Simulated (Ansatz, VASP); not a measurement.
## One calculation of Cd, two programs

```
Cd
1.0
     1.44563    0.83464    9.06222
    -1.44563    0.83464    9.06222
     0.00000   -1.66927    9.06222
Cd
3
Direct
  0.00000 0.00000 0.00000
  0.22214 0.22214 0.22214
  0.77786 0.77786 0.77786
```

Alike in both runs: functional PBEsol; k mesh 6 × 6 × 6; occupations gaussian, width 0.1 eV; no spin polarisation.

Ansatz relaxed the structure, and its values are those at the end. VASP's run is a single point on that final structure, the one shown.

|  | VASP | Ansatz |
| --- | --- | --- |
| version | VASP 6.6.1 | Ansatz 0.2.0 |
| potentials or method | VASP PAW PBE potentials, release 64 (Cd), cutoff 520 eV | scalar-relativistic, plane waves, PAW |
| valence electrons in the cell | 36 | 60 |

```tsv
	VASP	Ansatz	Ansatz less VASP
gap on the k mesh at the Fermi level (eV)	none	none	-
pressure (GPa)	0.4	0.0	-0.40
```

VASP's potentials were made for PBE, not for PBEsol. A gap of «none» marks a metal or a gap that the smearing closes. With one functional, cell and mesh, what is left measures potentials, basis and numerics. VASP's potentials hold 36 valence electrons a cell and Ansatz's 60, so a difference there can come from the potentials and not from the codes.

The k mesh is coarse, so the values compare programs but aren't converged.
